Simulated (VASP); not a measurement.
# PmPPt (P-6m2) in VASP: a series of runs

Runs on PmPPt. Level: PBEsol. Tasks: relaxation of cell and atoms, single point.

Everything below comes from runs of VASP 6.6.1. Logs are shortened: lines on timing, memory, paths and dates and some standing lists are left out, and cuts for length are marked.

### 1 The cell of the first run

The structure is hexagonal, space group P-6m2 (No. 187). Conventional cell: a = 4.158 Å, b = 4.158 Å, c = 4.001 Å, α = 90.00°, β = 90.00°, γ = 120.00°. P (site symmetry -6m2) has 3 Pt at 2.40 Å and 6 Pm at 3.13 Å within 3.2 Å. Pt (site symmetry -6m2) has 3 P at 2.40 Å and 6 Pm at 3.13 Å within 3.2 Å. Pm (site symmetry -6m2) has 6 P at 3.13 Å and 6 Pt at 3.13 Å and 8 Pm at 4.00 to 4.16 Å within 4.2 Å.

### 2 Relaxation of cell and atoms, PBEsol, collinear spin, ferromagnetic start

INCAR

```
PREC = Accurate
ENCUT = 600
EDIFF = 1E-6
ISMEAR = 0
SIGMA = 0.05
LREAL = F
LASPH = T
NELM = 150
ALGO = Normal
ISIF = 3
LWAVE = F
LCHARG = F
ISPIN = 2
MAGMOM = 0 0 4
LORBIT = 11
LMAXMIX = 6
GGA = PS
IBRION = 2
NSW = 80
EDIFFG = -0.01
```

KPOINTS

```
regular mesh
0
Gamma
  8 8 8
```

POSCAR

```
PmPPt
1.0
    4.1581649406      0.0000000000      0.0000000000
   -2.0790824703      3.6010764717      0.0000000000
    0.0000000000      0.0000000000      4.0011085060
P Pt Pm
1 1 1
Direct
    0.6666666667      0.3333333333      0.5000000000
    0.3333333333      0.6666666667      0.5000000000
    0.0000000000      0.0000000000      0.0000000000
```

Potentials or basis: VASP PAW PBE potentials, release 64 (P, Pt, Pm).

Launch:

```sh
> cat potpaw_PBE.64/P/POTCAR potpaw_PBE.64/Pt/POTCAR potpaw_PBE.64/Pm/POTCAR > POTCAR
> mpirun -np 1 vasp_std > vasp.out
```

OUTCAR:

```text
PREC = Accurate
   ENCUT = 600
   EDIFF = 1E-6
   ISMEAR = 0
   LREAL = F
   LASPH = T
   NELM = 150
   ISIF = 3
   ISPIN = 2
   LORBIT = 11
   GGA = PS
   IBRION = 2
   NSW = 80
   EDIFFG = -0.01

 ion  position               nearest neighbor table
   1  0.667  0.333  0.500-   2 2.40   2 2.40   2 2.40   3 3.13   3 3.13   3 3.13   3 3.13   3 3.13
                             3 3.13
   2  0.333  0.667  0.500-   1 2.40   1 2.40   1 2.40   3 3.13   3 3.13   3 3.13   3 3.13   3 3.13
                             3 3.13
   3  0.000  0.000  0.000-   1 3.13   2 3.13   1 3.13   2 3.13   1 3.13   1 3.13   2 3.13   2 3.13
                             1 3.13   1 3.13   2 3.13   2 3.13

  LATTYP: Found a hexagonal cell.
 ALAT       =     4.1581649406
 C/A-ratio  =     0.9622293880

  Lattice vectors:

 A1 = (   4.1581649406,   0.0000000000,   0.0000000000)
 A2 = (  -2.0790824703,   3.6010764717,   0.0000000000)
 A3 = (   0.0000000000,   0.0000000000,   4.0011085060)

Analysis of symmetry for initial positions (statically):
=====================================================================
 Subroutine PRICEL returns:
 Original cell was already a primitive cell.

 Routine SETGRP: Setting up the symmetry group for a
 hexagonal supercell.

 Subroutine GETGRP returns: Found 12 space group operations
 (whereof 12 operations were pure point group operations)
 out of a pool of 24 trial point group operations.

The static configuration has the point symmetry D_3h.

Analysis of symmetry for dynamics (positions and initial velocities):
=====================================================================
 Subroutine PRICEL returns:
 Original cell was already a primitive cell.

 Routine SETGRP: Setting up the symmetry group for a
 hexagonal supercell.

 Subroutine GETGRP returns: Found 12 space group operations
 (whereof 12 operations were pure point group operations)
 out of a pool of 24 trial point group operations.

The dynamic configuration has the point symmetry D_3h.

Analysis of structural, dynamic, and magnetic symmetry:
=====================================================================
 Subroutine PRICEL returns:
 Original cell was already a primitive cell.

 Routine SETGRP: Setting up the symmetry group for a
 hexagonal supercell.

 Subroutine GETGRP returns: Found 12 space group operations
 (whereof 12 operations were pure point group operations)
 out of a pool of 24 trial point group operations.

The overall configuration has the point symmetry D_3h.

 Subroutine INISYM returns: Found 12 space group operations
 (whereof 12 operations are pure point group operations),
 and found     1 'primitive' translations

----------------------------------------------------------------------------------------

                                     Primitive cell

  volume of cell :      59.9121

  direct lattice vectors                    reciprocal lattice vectors
     4.158164941  0.000000000  0.000000000     0.240490701  0.138847371  0.000000000
    -2.079082470  3.601076472  0.000000000     0.000000000  0.277694742  0.000000000
     0.000000000  0.000000000  4.001108506     0.000000000  0.000000000  0.249930738

  length of vectors
     4.158164941  4.158164941  4.001108506     0.277694742  0.277694742  0.249930738

  position of ions in fractional coordinates (direct lattice)
     0.666666667  0.333333333  0.500000000
     0.333333333  0.666666667  0.500000000
     0.000000000  0.000000000  0.000000000

  ion indices of the primitive-cell ions
   primitive index   ion index
                 1           1
                 2           2
                 3           3

----------------------------------------------------------------------------------------

 KPOINTS: regular mesh

Automatic generation of k-mesh.
 Grid dimensions read from file:
 generate k-points for:    8    8    8

 Generating k-lattice:

  Cartesian coordinates                     Fractional coordinates (reciprocal lattice)
     0.030061338  0.017355921  0.000000000     0.125000000  0.000000000  0.000000000
     0.000000000  0.034711843  0.000000000     0.000000000  0.125000000  0.000000000
     0.000000000  0.000000000  0.031241342     0.000000000  0.000000000  0.125000000

  Length of vectors
     0.034711843  0.034711843  0.031241342

  Shift w.r.t. Gamma in fractional coordinates (k-lattice)
     0.000000000  0.000000000  0.000000000

 Subroutine IBZKPT returns following result:
 ===========================================

 Found     50 irreducible k-points:

 Following reciprocal coordinates:
            Coordinates               Weight
  0.000000  0.000000  0.000000      1.000000
  0.125000  0.000000  0.000000      6.000000
  0.250000  0.000000  0.000000      6.000000
  0.375000  0.000000  0.000000      6.000000
  0.500000  0.000000  0.000000      3.000000
  0.125000  0.125000  0.000000      6.000000
[... 16 lines left out ...]
  0.250000  0.000000  0.250000     12.000000
  0.375000  0.000000  0.250000     12.000000
 [... further k-points ...]
   k-points           NKPTS =     50   k-points in BZ     NKDIM =     50   number of bands    NBANDS=     21
   number of dos      NEDOS =    301   number of ions     NIONS =      3
   total plane-waves  NPLWV =  41472
   dimension x,y,z NGX =    36 NGY =   36 NGZ =   32
   dimension x,y,z NGXF=    72 NGYF=   72 NGZF=   64
   ions per type =               1   1   1
   NGX,Y,Z   is equivalent  to a cutoff of  14.39, 14.39, 13.30 a.u.
   NGXF,Y,Z  is equivalent  to a cutoff of  28.79, 28.79, 26.59 a.u.
 SYSTEM =  unknown system
   PREC   = accura    normal or accurate (medium, high low for compatibility)
   ISTART =      0    job   : 0-new  1-cont  2-samecut
   ICHARG =      2    charge: 1-file 2-atom 10-const
   ISPIN  =      2    spin polarized calculation?
   LNONCOLLINEAR =      F non collinear calculations
   LSORBIT =      F    spin-orbit coupling
   LASPH  =      T    aspherical Exc in radial PAW
   ENCUT  =  600.0 eV  44.10 Ry    6.64 a.u.   8.30  8.30  7.99*2*pi/ulx,y,z
   NELM   =    150;   NELMIN=  2; NELMDL= -5     # of ELM steps
   EDIFF  = 0.1E-05   stopping-criterion for ELM
   LREAL  =      F    real-space projection
   EDIFFG = -.1E-01   stopping-criterion for IOM
   NSW    =     80    number of steps for IOM
   IBRION =      2    ionic relax: 0-MD 1-quasi-New 2-CG
   NFREE  =      1    steps in history (QN), initial steepest desc. (CG)
   ISIF   =      3    stress and relaxation
   ISYM   =      2    0-nonsym 1-usesym 2-fastsym
   POTIM  = 0.5000    time-step for ionic-motion
   TEBEG  =    0.0;   TEEND  =   0.0 temperature during run
   PSTRESS=    0.0 pullay stress
   NELECT =      30.0000    total number of electrons
   NUPDOWN=      -1.0000    fix difference up-down
   EMIN   =  10.00;   EMAX   =-10.00  energy-range for DOS
   EFERMI =   0.00;   METHOD = LEGACY
   ISMEAR =     0;   SIGMA  =   0.05  broadening in eV -4-tet -1-fermi 0-gaus
   EFERMI_NEDOS =   21; number of points for ismear=-14 and -15
   IALGO  =     38    algorithm
   IMIX   =      4    mixing-type and parameters
     AMIX     =   0.40;   BMIX     =  1.00
     AMIX_MAG =   1.60;   BMIX_MAG =  1.00
  volume/ion in A,a.u.               =      19.97       134.77
  Fermi-wavevector in a.u.,A,eV,Ry     =   1.300001  2.456646 22.993892  1.690003
  Thomas-Fermi vector in A             =   2.431229
   LORBIT       =     11    0 simple, 1 ext, 2 COOP (PROOUT), +10 PAW based schemes
   GGA     = PS    functional components
   LHFCALC =     F    Hartree Fock is set to
   AEXX    =    0.0000 exact exchange contribution
   IVDW    =     0    specifies the selected vdW correction
   LEPSILON=     F    determine dielectric tensor
   LRPA    =     F    only Hartree local field effects (RPA)
 conjugate gradient relaxation of ions
 spin polarized calculation
 Gauss-broadening in eV      SIGMA  =   0.05
  energy-cutoff  :      600.00
  volume of cell :       59.91
 maximum number of plane-waves:      2022
 NGX is ok and might be reduce to    36
   NGX = 17   NGY = 17   NGZ = 15

--------------------------------------- Ionic step        1  -------------------------------------------

 number of electron      30.0000003 magnetization       4.2825420

 Free energy of the ion-electron system (eV)
  ---------------------------------------------------
  ext. energy  EPLUGINS =         0.00000000
  ---------------------------------------------------
  free energy    TOTEN  =       -24.66038289 eV

  energy without entropy =      -24.65154662  energy(sigma->0) =      -24.65596476

------------------------ aborting loop because EDIFF is reached ----------------------------------------

  FORCE on cell =-STRESS in cart. coord.  units (eV):
  Direction    XX          YY          ZZ          XY          YZ          ZX
  --------------------------------------------------------------------------------------
  -------------------------------------------------------------------------------------
  Total       -1.1802539     -1.1802539     -0.4148788      0.0000000      0.0000000      0.0000000
  in kB      -31.5625182    -31.5625182    -11.0947484      0.0000000      0.0000000      0.0000000
  external PRESSURE =     -24.7399283 kB  Pullay stress =       0.0000000 kB
[... 92 lines left out ...]
  FREE ENERGIE OF THE ION-ELECTRON SYSTEM (eV)
  ---------------------------------------------------
  free  energy   TOTEN  =       -24.6611606772 eV

  energy  without entropy=      -24.6525658084  energy(sigma->0) =      -24.65686324

[... ionic steps 4 to 10 ...]

--------------------------------------- Ionic step       11  -------------------------------------------

 number of electron      30.0000000 magnetization       4.2970653

------------------------ aborting loop because EDIFF is reached ----------------------------------------
[... 69 lines left out ...]
--------------------------------------- Ionic step       13  -------------------------------------------

 number of electron      30.0000000 magnetization       4.2974784

 Free energy of the ion-electron system (eV)
  ---------------------------------------------------
  ext. energy  EPLUGINS =         0.00000000
  ---------------------------------------------------
  free energy    TOTEN  =       -24.66222925 eV

  energy without entropy =      -24.65315460  energy(sigma->0) =      -24.65769192

 E-fermi :   8.4229     XC(G=0): -11.5793

 val. band max:        8.4208081473   @ k =   0.2500   0.0000   0.0000
 cond. band min:       8.4255715952   @ k =   0.0000   0.0000   0.0000
 fundamental gap:      0.0047634479
 Fermi energy:         8.4229191514

 spin component 1

 k-point     1 :       0.0000    0.0000    0.0000
  band No.  band energies     occupation
      1     -29.9509      1.00000
      2     -10.2891      1.00000
      3     -10.2425      1.00000
      4     -10.2425      1.00000
      5      -3.5402      1.00000
      6       2.7144      1.00000
[... 565 lines left out ...]
     20       8.6060      0.00000
     21       9.6082      0.00000

 [... further k-points ...]

 spin component 2

 k-point     1 :       0.0000    0.0000    0.0000
  band No.  band energies     occupation
      1     -27.9748      1.00000
      2      -8.8808      1.00000
      3      -8.7984      1.00000
      4      -8.7984      1.00000
      5      -3.5727      1.00000
      6       2.6944      1.00000
[... 597 lines left out ...]
  FREE ENERGIE OF THE ION-ELECTRON SYSTEM (eV)
  ---------------------------------------------------
  free  energy   TOTEN  =       -24.6622292453 eV

  energy  without entropy=      -24.6531546025  energy(sigma->0) =      -24.65769192

 reached required accuracy - stopping structural energy minimisation

 total charge

# of ion       s       p       d       f       tot
--------------------------------------------------
    1        1.004   1.449   0.000   0.000   2.453
    2        0.760   0.645   8.183   0.000   9.589
    3        2.001   5.569   0.467   4.304  12.341
--------------------------------------------------
tot          3.765   7.663   8.650   4.304  24.383

 magnetization (x)

# of ion       s       p       d       f       tot
--------------------------------------------------
    1       -0.008  -0.059   0.000   0.000  -0.067
    2       -0.008   0.013  -0.093   0.000  -0.089
    3       -0.011   0.008   0.048   4.201   4.246
--------------------------------------------------
tot         -0.027  -0.038  -0.045   4.201   4.091
```

Run time: 58 min. Hardware: 1 thread of Intel Xeon 8259CL, shared host; peak memory 0.36 GiB.

Results:

```
Free energy                                           : -24.6622 eV
Relaxed volume                                        : 19.63 Å³/atom
Relaxed cell                                          : a = 4.114 Å, b = 4.114 Å, c = 4.019 Å, α = 90.00°, β = 90.00°, γ = 120.00°
Space group after relaxing (to 0.1 Å)                 : P-6m2 (No. 187)
Energy gained by relaxing                             : 0.6 meV/atom
Ionic steps                                           : 13
Pressure after relaxing                               : 0.0 GPa
Net moment                                            : 4.30 μB per cell
Site moments                                          : P -0.07; Pt -0.09; Pm +4.25 μB
Valence electrons inside the program's atomic spheres : P 2.45; Pt 9.59; Pm 12.34
```

The path:
```csv
step,energy change (eV),largest force (eV/Å),pressure (GPa),volume (Å³)
1,0.0000,0.0000,-2.47,59.91
2,0.0091,0.0000,3.91,57.27
3,-0.0008,0.0000,-0.35,58.78
4,-0.0008,0.0000,0.38,58.61
5,-0.0008,0.0000,0.40,58.66
6,-0.0008,0.0000,0.11,58.72
7,-0.0008,0.0000,-0.03,58.70
8,-0.0015,0.0000,0.07,58.77
9,-0.0017,0.0000,0.09,58.81
10,-0.0018,0.0000,0.09,58.90
11,-0.0018,0.0000,0.13,58.86
12,-0.0018,0.0000,-0.42,59.03
13,-0.0018,0.0000,0.00,58.90
```

Final structure:
```cif
data_structure
_symmetry_space_group_name_H-M 'P 1'
_symmetry_Int_Tables_number 1
_cell_length_a 4.1139
_cell_length_b 4.1139
_cell_length_c 4.0188
_cell_angle_alpha 90.000
_cell_angle_beta 90.000
_cell_angle_gamma 120.000
_cell_volume 58.90
loop_
_atom_site_label
_atom_site_type_symbol
_atom_site_fract_x
_atom_site_fract_y
_atom_site_fract_z
_atom_site_occupancy
P1 P 0.66667 0.33333 0.50000 1
Pt1 Pt 0.33333 0.66667 0.50000 1
Pm1 Pm 0.00000 0.00000 0.00000 1
```

Levels at points of the mesh, in eV from the Fermi level:
Spin up:
```tsv
k point	band 14	band 15	band 16	band 17	band 18	band 19	band 20	band 21
(0.00, 0.00, 0.00)	-0.49	-0.36	0.04	0.04	0.43	0.43	0.51	0.70
(0.50, 0.00, 0.00)	-0.46	-0.42	-0.06	-0.04	0.11	0.13	0.31	1.08
(0.00, 0.00, 0.50)	-0.36	-0.31	-0.31	-0.16	0.19	2.07	2.07	2.54
(0.50, 0.00, 0.50)	-0.47	-0.46	-0.33	-0.15	-0.05	0.03	0.12	0.23
```
Spin down:
| k point | band 11 | band 12 | band 13 | band 14 | band 15 | band 16 |
| --- | --- | --- | --- | --- | --- | --- |
| (0.00, 0.00, 0.00) | -1.32 | 0.00 | 0.54 | 0.54 | 2.62 | 2.62 |
| (0.50, 0.00, 0.00) | -3.59 | -1.07 | -0.26 | 1.22 | 2.30 | 2.58 |
| (0.00, 0.00, 0.50) | -2.48 | 1.38 | 1.38 | 1.89 | 2.17 | 2.74 |
| (0.50, 0.00, 0.50) | -2.46 | -2.29 | -0.97 | 0.31 | 2.27 | 2.63 |

Caveat: the magnetic or orbital state may not be the lowest; the PAW data sets were made with another functional, which shifts forces and pressure a little; spin-orbit coupling is left out, which moves the levels of the heavy elements; semilocal functionals describe open f shells poorly, which spoils levels, moments and volumes. The state reached can hang on the start; a lower one may exist.

### 3 Single point, PBEsol, collinear spin, ferromagnetic start

This run uses another cell than the first one, of 19.64 Å³/atom.

INCAR

```
PREC = Accurate
ENCUT = 520
EDIFF = 1E-7
ISMEAR = 0
SIGMA = 0.05
LREAL = False
LASPH = True
NELM = 150
ALGO = Normal
ISIF = 2
LWAVE = False
LCHARG = True
ISPIN = 2
MAGMOM = 0 0 4
LORBIT = 11
LMAXMIX = 6
GGA = PS
LELF = True
LVHAR = True
NBANDS = 26
```

KPOINTS

```
Automatic mesh
0
Gamma
  8 8 8
```

POSCAR

```
PmPPt
1.0
    4.1207649845      0.0000000000      0.0000000000
   -2.0603824922      3.5686871596      0.0000000000
    0.0000000000      0.0000000000      4.0075587646
P Pt Pm
1 1 1
Direct
    0.6666666667      0.3333333333      0.5000000000
    0.3333333333      0.6666666667      0.5000000000
    0.0000000000      0.0000000000      0.0000000000
```

Potentials or basis: VASP PAW PBE potentials, release 64 (P, Pt, Pm).

Launch:

```sh
> cat potpaw_PBE.64/P/POTCAR potpaw_PBE.64/Pt/POTCAR potpaw_PBE.64/Pm/POTCAR > POTCAR
> mpirun -np 1 vasp_std > vasp.out
```

Run time: 5.9 min. Hardware: 1 thread of Oxide Virtual Turin-like, shared host; peak memory 0.27 GiB.

The run converged. Its results:

- Free energy: -24.6698 eV
- Pressure: -0.1 GPa
- Net moment: 4.29 μB per cell
- Site moments: P -0.06; Pt -0.09; Pm +4.24 μB
- Valence electrons inside the program's atomic spheres: P 2.45; Pt 9.58; Pm 12.34

Levels at points of the mesh, in eV from the Fermi level:
Spin up:
| k point | band 15 | band 16 | band 17 | band 18 | band 19 | band 20 |
| --- | --- | --- | --- | --- | --- | --- |
| (0.00, 0.00, 0.00) | -0.18 | -0.11 | -0.11 | -0.11 | 0.49 | 0.49 |
| (0.50, 0.00, 0.00) | -0.44 | -0.26 | -0.07 | -0.05 | 0.22 | 0.47 |
| (0.00, 0.00, 0.50) | -0.36 | -0.06 | 0.08 | 0.08 | 2.03 | 2.03 |
| (0.50, 0.00, 0.50) | -0.44 | -0.27 | -0.22 | -0.18 | 0.07 | 0.10 |
Spin down:
```csv
k point,band 9,band 10,band 11,band 12,band 13,band 14,band 15,band 16,band 17,band 18
"(0.00, 0.00, 0.00)",-3.32,-3.32,-1.27,-0.01,0.51,0.51,2.45,2.45,2.55,2.87
"(0.50, 0.00, 0.00)",-3.76,-3.64,-3.59,-1.09,-0.24,1.20,2.43,2.51,2.56,2.63
"(0.00, 0.00, 0.50)",-3.63,-3.63,-2.47,1.41,1.41,1.81,2.42,2.49,2.49,3.05
"(0.50, 0.00, 0.50)",-3.28,-3.18,-2.45,-2.29,-0.97,0.28,2.43,2.51,2.55,2.81
```

Caveat: the magnetic or orbital state may not be the lowest; the PAW data sets were made with another functional, which shifts forces and pressure a little; spin-orbit coupling is left out, which moves the levels of the heavy elements; semilocal functionals describe open f shells poorly, which spoils levels, moments and volumes. The state reached can hang on the start; a lower one may exist.
